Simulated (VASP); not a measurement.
# ZrC (P6_3/mmc) in VASP: further runs, part 2 of 2

VASP 6.6.1. Earlier steps stand in the parts before.

**5. Relaxation of cell and atoms, PBE**

This run uses another cell than the first one, of the same volume but with other edges.

INCAR

```
SYSTEM = ZrC
  ALGO = Normal
  EDIFF = 1E-7
  EDIFFG = -0.01
  ENCUT = 600
  GGA = PE
  IBRION = 2
  ISIF = 3
  ISMEAR = 0
  LASPH = .True.
  LCHARG = .False.
  LREAL = .False.
  LWAVE = .False.
  NELM = 80
  NSW = 65
  PREC = Accurate
  SIGMA = 0.1
```

KPOINTS

```
k-points
0
Gamma
  12 12 9
  0 0 0
```

POSCAR

```
ZrC
1.0
    3.3302707086      0.0000000000      0.0000000000
   -1.6651353543      2.8840990352      0.0000000000
    0.0000000000      0.0000000000      5.4359256820
Zr C
2 2
Direct
    0.0000000000      0.0000000000      0.0000000000
    0.0000000000      0.0000000000      0.5000000000
    0.3333333333      0.6666666667      0.2500000000
    0.6666666667      0.3333333333      0.7500000000
```

Potentials or basis: VASP PAW PBE potentials, release 64 (Zr_sv, C).

Run with:

```bash
$ cat potpaw_PBE.64/Zr_sv/POTCAR potpaw_PBE.64/C/POTCAR > POTCAR
$ mpirun -np 1 vasp_std > vasp.out
```

OUTCAR:

```text
SYSTEM = ZrC
   EDIFF = 1E-7
   EDIFFG = -0.01
   ENCUT = 600
   GGA = PE
   IBRION = 2
   ISIF = 3
   ISMEAR = 0
   LASPH = .True.
   LREAL = .False.
   NELM = 80
   NSW = 65
   PREC = Accurate

 ion  position               nearest neighbor table
   1  0.000  0.000  0.000-   3 2.35   4 2.35   4 2.35   3 2.35   4 2.35   3 2.35   2 2.72   2 2.72

   2  0.000  0.000  0.500-   3 2.35   4 2.35   4 2.35   3 2.35   4 2.35   3 2.35   1 2.72   1 2.72

   3  0.333  0.667  0.250-   1 2.35   2 2.35   1 2.35   2 2.35   1 2.35   2 2.35
   4  0.667  0.333  0.750-   1 2.35   2 2.35   1 2.35   2 2.35   1 2.35   2 2.35

  LATTYP: Found a hexagonal cell.
 ALAT       =     3.3302707086
 C/A-ratio  =     1.6322774206

  Lattice vectors:

 A1 = (   3.3302707086,   0.0000000000,   0.0000000000)
 A2 = (  -1.6651353543,   2.8840990352,   0.0000000000)
 A3 = (   0.0000000000,   0.0000000000,   5.4359256820)

Analysis of symmetry for initial positions (statically):
=====================================================================
 Subroutine PRICEL returns:
 Original cell was already a primitive cell.

 Routine SETGRP: Setting up the symmetry group for a
 hexagonal supercell.
[... 181 lines left out ...]
  --------------------------------------------------------------------------------------
  -------------------------------------------------------------------------------------
  Total        0.2861854      0.2861854     13.1439044     -0.0000000      0.0000000      0.0000000
  in kB        8.7820281      8.7820281    403.3404295     -0.0000000      0.0000000      0.0000000
  external PRESSURE =     140.3014952 kB  Pullay stress =       0.0000000 kB
[... 291 lines left out ...]
--------------------------------------- Ionic step        9  -------------------------------------------

 number of electron      32.0000001 magnetization

 Free energy of the ion-electron system (eV)
  ---------------------------------------------------
  ext. energy  EPLUGINS =         0.00000000
  ---------------------------------------------------
  free energy    TOTEN  =       -36.72361308 eV

  energy without entropy =      -36.71735462  energy(sigma->0) =      -36.72048385

 E-fermi :   8.7585     XC(G=0): -11.7824

 val. band max:        8.7539027216   @ k =   0.0833   0.0833   0.0000
 cond. band min:       8.7624886098   @ k =   0.2500  -0.0000   0.2222
 fundamental gap:      0.0085858883
 Fermi energy:         8.7584904496

 k-point     1 :       0.0000    0.0000    0.0000
  band No.  band energies     occupation
      1     -39.4966      2.00000
      2     -39.3573      2.00000
      3     -18.1544      2.00000
      4     -17.2855      2.00000
      5     -17.2855      2.00000
      6     -17.1536      2.00000
[... 541 lines left out ...]
     19      12.6645      0.00000
     20      12.7235      0.00000

 [... further k-points ...]

------------------------ aborting loop because EDIFF is reached ----------------------------------------

  FORCE on cell =-STRESS in cart. coord.  units (eV):
  Direction    XX          YY          ZZ          XY          YZ          ZX
  --------------------------------------------------------------------------------------
  -------------------------------------------------------------------------------------
  Total        0.0314943      0.0314943     -0.0008733      0.0000000     -0.0000000      0.0000000
  in kB        0.9142337      0.9142337     -0.0253512      0.0000000     -0.0000000      0.0000000
  external PRESSURE =       0.6010387 kB  Pullay stress =       0.0000000 kB
[... 19 lines left out ...]
  FREE ENERGIE OF THE ION-ELECTRON SYSTEM (eV)
  ---------------------------------------------------
  free  energy   TOTEN  =       -36.7236130831 eV

  energy  without entropy=      -36.7173546228  energy(sigma->0) =      -36.72048385

 reached required accuracy - stopping structural energy minimisation
```

OSZICAR:

```text
N       E                     dE             d eps       ncg     rms          rms(c)
DAV:   1     0.301106938787E+03    0.30111E+03   -0.19112E+04  3800   0.180E+03
DAV:   2    -0.162387362446E+02   -0.31735E+03   -0.30537E+03  4292   0.447E+02
DAV:   3    -0.425347581708E+02   -0.26296E+02   -0.25144E+02  6788   0.103E+02
[... 98 lines left out ...]
DAV:   4    -0.367236139160E+02    0.24166E-06   -0.17056E-06  5344   0.709E-03    0.304E-03
DAV:   5    -0.367236134130E+02    0.50302E-06   -0.10668E-06  6148   0.641E-03    0.222E-03
DAV:   6    -0.367236132295E+02    0.18343E-06   -0.37195E-08  2260   0.167E-03    0.108E-03
DAV:   7    -0.367236131077E+02    0.12182E-06   -0.41161E-08  2112   0.145E-03    0.232E-04
DAV:   8    -0.367236130831E+02    0.24598E-07   -0.68145E-09  2028   0.826E-04
   9 F= -.36723613E+02 E0= -.36720484E+02  d E =-.164539E-04
```

CONTCAR:

```text
ZrC
   1.00000000000000
     3.3016189177612651   -0.0000000000000000    0.0000000000000000
    -1.6508094588806326    2.8592858564678414   -0.0000000000000000
    -0.0000000000000000    0.0000000000000000    5.8465650582634474
  Zr              C
     2     2
Direct
     0.0000000000000000    0.0000000000000000    0.0000000000000000
     0.0000000000000000    0.0000000000000000    0.5000000000000000
     0.3333333332999970    0.6666666667000030    0.2500000000000000
     0.6666666667000030    0.3333333332999970    0.7500000000000000

  0.00000000E+00  0.00000000E+00  0.00000000E+00
  0.00000000E+00  0.00000000E+00  0.00000000E+00
  0.00000000E+00  0.00000000E+00  0.00000000E+00
  0.00000000E+00  0.00000000E+00  0.00000000E+00
```

Wall time 11 min (1 thread of Intel Xeon Platinum 8375C at 2.90GHz (Ice Lake), shared host); peak memory 0.28 GiB.

Results:

```
Free energy                           : -36.7236 eV
Relaxed volume                        : 13.80 Å³/atom
Relaxed cell                          : a = 3.302 Å, b = 3.302 Å, c = 5.847 Å, α = 90.00°, β = 90.00°, γ = 120.00°
Space group after relaxing (to 0.1 Å) : P6_3/mmc (No. 194)
Energy gained by relaxing             : 118.3 meV/atom
Ionic steps                           : 9
Pressure after relaxing               : 0.1 GPa
Band gap on the k mesh                : zero (bands 16 and 17 overlap by 1.54 eV)
```

The path:
| step | energy change (eV) | largest force (eV/Å) | pressure (GPa) | volume (Å³) |
| --- | --- | --- | --- | --- |
| 1 | 0.0000 | 0.0000 | 14.03 | 52.21 |
| 2 | 0.0646 | 0.0000 | -16.93 | 60.91 |
| 3 | -0.4560 | 0.0000 | -3.57 | 56.34 |
| 4 | -0.4567 | 0.0000 | -3.03 | 56.19 |
| 5 | -0.4640 | 0.0000 | 2.23 | 54.54 |
| 6 | -0.4730 | 0.0000 | -0.10 | 55.24 |
| 7 | -0.4730 | 0.0000 | -0.04 | 55.22 |
| 8 | -0.4730 | 0.0000 | 0.13 | 55.18 |
| 9 | -0.4730 | 0.0000 | 0.06 | 55.19 |

Final structure:
```
CELL_PARAMETERS angstrom
3.30162 0.00000 0.00000
-1.65081 2.85929 0.00000
0.00000 0.00000 5.84657
ATOMIC_POSITIONS crystal
Zr 0.00000 0.00000 0.00000
Zr 0.00000 0.00000 0.50000
C 0.33333 0.66667 0.25000
C 0.66667 0.33333 0.75000
```

Levels at points of the mesh, in eV from the Fermi level:
```tsv
k point	band 14	band 15	band 16	band 17	band 18	band 19
(0.00, 0.00, 0.00)	-1.21	0.81	1.37	1.37	1.75	1.75
(0.50, 0.00, 0.00)	-1.45	-1.01	-0.62	0.50	1.82	4.60
```

**6. Relaxation of cell and atoms, PBE**

This run uses another cell than the first one, of the same volume but with other edges.

INCAR

```
SYSTEM = ZrC
PREC = Accurate
ENCUT = 600
EDIFF = 1E-6
ISMEAR = 0
SIGMA = 0.1
LREAL = .False.
LASPH = .True.
NELM = 80
ALGO = Normal
ISIF = 3
LWAVE = .False.
LCHARG = .False.
GGA = PE
IBRION = 2
NSW = 65
EDIFFG = -0.01
```

KPOINTS

```
regular mesh
0
Gamma
  12 12 9
  0 0 0
```

POSCAR

```
ZrC
1.0
    3.3302707086      0.0000000000      0.0000000000
   -1.6651353543      2.8840990352      0.0000000000
    0.0000000000      0.0000000000      5.4359256820
Zr C
2 2
Direct
    0.0000000000      0.0000000000      0.0000000000
    0.3333333333      0.6666666667      0.5000000000
    0.6666666667      0.3333333333      0.2500000000
    0.6666666667      0.3333333333      0.7500000000
```

Potentials or basis: VASP PAW PBE potentials, release 64 (Zr_sv, C).

Run with:

```bash
$ cat potpaw_PBE.64/Zr_sv/POTCAR potpaw_PBE.64/C/POTCAR > POTCAR
$ mpirun -np 1 vasp_std > vasp.out
```

Wall time 5.6 min (1 thread of Intel Xeon Platinum 8375C at 2.90GHz (Ice Lake), shared host); peak memory 0.27 GiB.

It converged, with:

* Free energy: -38.2550 eV
* Relaxed volume: 13.05 Å³/atom
* Relaxed cell: a = 3.374 Å, b = 3.374 Å, c = 5.294 Å, α = 90.00°, β = 90.00°, γ = 120.00°
* Space group after relaxing (to 0.1 Å): P6_3/mmc (No. 194)
* Energy gained by relaxing: 7.2 meV/atom
* Ionic steps: 6
* Pressure after relaxing: 0.0 GPa
* Band gap on the k mesh: zero (bands 16 and 17 overlap by 1.18 eV)

Stress tensor (GPa, compression positive):
```
-0.04  0.00  0.00
 0.00 -0.04  0.00
 0.00  0.00  0.07
```

The path:
```tsv
step	energy change (eV)	largest force (eV/Å)	pressure (GPa)	volume (Å³)
1	0.0000	0.0000	0.04	52.21
2	-0.0263	0.0000	-0.13	52.23
3	-0.0289	0.0000	-0.18	52.22
4	-0.0288	0.0000	-0.18	52.22
5	-0.0288	0.0000	0.32	52.10
6	-0.0289	0.0000	0.00	52.18
```

Final structure:
```
Zr C
1.0
     3.37370    0.00000    0.00000
    -1.68685    2.92171    0.00000
     0.00000    0.00000    5.29380
Zr C
2 2
Direct
  0.00000 0.00000 0.00000
  0.33333 0.66667 0.50000
  0.66667 0.33333 0.25000
  0.66667 0.33333 0.75000
```

Levels at points of the mesh, in eV from the Fermi level:
| k point | band 14 | band 15 | band 16 | band 17 | band 18 | band 19 |
| --- | --- | --- | --- | --- | --- | --- |
| (0.00, 0.00, 0.00) | -1.23 | -1.23 | 0.81 | 1.14 | 1.14 | 1.57 |
| (0.50, 0.00, 0.00) | -3.01 | -1.60 | -0.89 | 1.33 | 4.05 | 4.11 |

**7. Overview**

| task | cell | k mesh | cutoff (eV) | gap on the mesh (eV) | pressure (GPa) | relaxed volume (Å³/atom) |
| --- | --- | --- | --- | --- | --- | --- |
| single point | a = 3.372, b = 3.372, c = 5.294 Å, angles 90.0, 90.0, 120.0°, 4 atoms, atomic positions A | 12 × 12 × 9 | 520 | none | 0.2 | - |
| single point | a = 3.301, b = 3.301, c = 5.845 Å, angles 90.0, 90.0, 120.0°, 4 atoms, atomic positions B | 12 × 12 × 9 | 520 | none | 0.2 | - |
| single point | a = 3.340, b = 3.340, c = 10.801 Å, angles 90.0, 90.0, 120.0°, 8 atoms, atomic positions C | 12 × 12 × 5 | 520 | none | 0.3 | - |
| relaxation of cell and atoms | relaxed from a = 3.330, b = 3.330, c = 5.436 Å, angles 90.0, 90.0, 120.0°, 4 atoms, atomic positions B | 12 × 12 × 9 | 600 | none | 0.1 | 13.80 |
| relaxation of cell and atoms | relaxed from a = 3.330, b = 3.330, c = 5.436 Å, angles 90.0, 90.0, 120.0°, 4 atoms, atomic positions A | 12 × 12 × 9 | 600 | none | 0.0 | 13.05 |

Alike in all rows: level PBE; potentials or basis VASP PAW PBE potentials, release 64 (Zr_sv, C); no spin polarisation; smearing gaussian 0.1 eV.

Total energies depend on the potentials used, so only differences within one code and one set of settings carry meaning.
